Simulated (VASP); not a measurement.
Wanted: the native input for a VASP 6.6.1 run.

| Quantity | Value |
| --- | --- |
| Task | single point |
| Functional | PBEsol |
| Potentials or basis | VASP PAW PBE potentials, release 64 (Ta_pv, N) |
| Cutoff | 520 eV |
| k mesh | 18 × 18 × 10 |
| Occupations | gaussian, width 0.15 eV |
| Spin | no spin polarisation |
| Dipole correction | no |
| Further INCAR settings | ALGO = Normal; EDIFF = 1e-06; NBANDS = 20 |

The structure of Ta2N lies in POSCAR:

```
Ta2N
1.0
    3.0766696481      0.0000000000      0.0000000000
   -1.5383348240      2.6644740743      0.0000000000
    0.0000000000      0.0000000000      4.5393183988
Ta N
2 1
Direct
    0.6666666667      0.3333333333      0.7463700642
    0.3333333333      0.6666666667      0.2536299358
    0.0000000000      0.0000000000      0.0000000000
```

One way to write it, as run:

INCAR

```
SYSTEM = Ta2N
  PREC = Accurate
  ENCUT = 520
  EDIFF = 1E-6
  ISMEAR = 0
  SIGMA = 0.15
  LREAL = .FALSE.
  LASPH = .TRUE.
  NELM = 60
  ALGO = Normal
  ISIF = 2
  LWAVE = .FALSE.
  LCHARG = .FALSE.
  GGA = PS
  NBANDS = 20
```

KPOINTS

```
Automatic mesh
0
G
  18 18 10
  0 0 0
```

Potentials or basis: VASP PAW PBE potentials, release 64 (Ta_pv, N).

The run is started by

```sh
$ cat potpaw_PBE.64/Ta_pv/POTCAR potpaw_PBE.64/N/POTCAR > POTCAR
$ mpirun -np 1 vasp_std > vasp.out
```

Results of the run:

```json
{
 "Pressure": "22.7 GPa",
 "Largest force": "0.007 eV/Å",
 "Band gap on the k mesh": "zero (an odd number of electrons rules out a gap without spin polarisation)"
}
```

Caveat: the cell stands under pressure; the PAW data sets were made with another functional, which shifts forces and pressure a little; spin-orbit coupling is left out, which moves the levels of the heavy elements.

Wall time 110 s on 1 thread of AMD EPYC 9R45 (Zen 5), on a shared host, peak memory 0.29 GiB.
